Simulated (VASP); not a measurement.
A run of VASP 6.6.1 is set up as follows.

Contents of INCAR:

```
SYSTEM = WC
PREC = Accurate ; ENCUT = 600
EDIFF = 1E-6 ; ISMEAR = -1
SIGMA = 0.08 ; LREAL = .False.
LASPH = .True. ; NELM = 100
ALGO = Normal ; ISIF = 3
LWAVE = .False. ; LCHARG = .False.
GGA = PE ; IBRION = 2
NSW = 32 ; EDIFFG = -0.005
PSTRESS = 2800.0
```

File KPOINTS:

```
regular mesh
0
Gamma
  15 15 15
  0 0 0
```

Contents of POSCAR:

```
WC
1.0
    0.0000000000      2.0282918856      2.0282918856
    2.0282918856      0.0000000000      2.0282918856
    2.0282918856      2.0282918856      0.0000000000
W C
1 1
Direct
    0.0000000000      0.0000000000      0.0000000000
    0.2500000000      0.2500000000      0.2500000000
```

Potentials or basis: VASP PAW PBE potentials, release 64 (W_sv, C).

Launch:

```console
$ cat potpaw_PBE.64/W_sv/POTCAR potpaw_PBE.64/C/POTCAR > POTCAR
$ mpirun -np 1 vasp_std > vasp.out
```

Task: Predict the band gap on the k mesh.

Result: Zero (band 9 reaches 16.86 eV, above the bottom of band 10 at 14.68 eV).

Task: Predict the relaxed cell.

Result: a = 2.872 Å, b = 2.872 Å, c = 2.872 Å, α = 60.00°, β = 60.00°, γ = 60.00°.

Task: What does it give for the relaxed volume?

Result: 8.37 Å³/atom.

Task: What does it give for the space group after relaxing (to 0.05 Å)?

Result: F-43m (No. 216).

The path:
| step | energy change (eV) | largest force (eV/Å) | pressure (GPa) | volume (Å³) |
| --- | --- | --- | --- | --- |
| 1 | 0.0000 | 0.0000 | 283.84 | 16.69 |
| 2 | -0.8122 | 0.0000 | 250.93 | 17.18 |
| 3 | -0.0966 | 0.0000 | 280.00 | 16.74 |

Caveat: the cell is relaxed towards a set pressure, so the enthalpy falls and the energy may rise; spin-orbit coupling is left out, which moves the levels of the heavy elements.
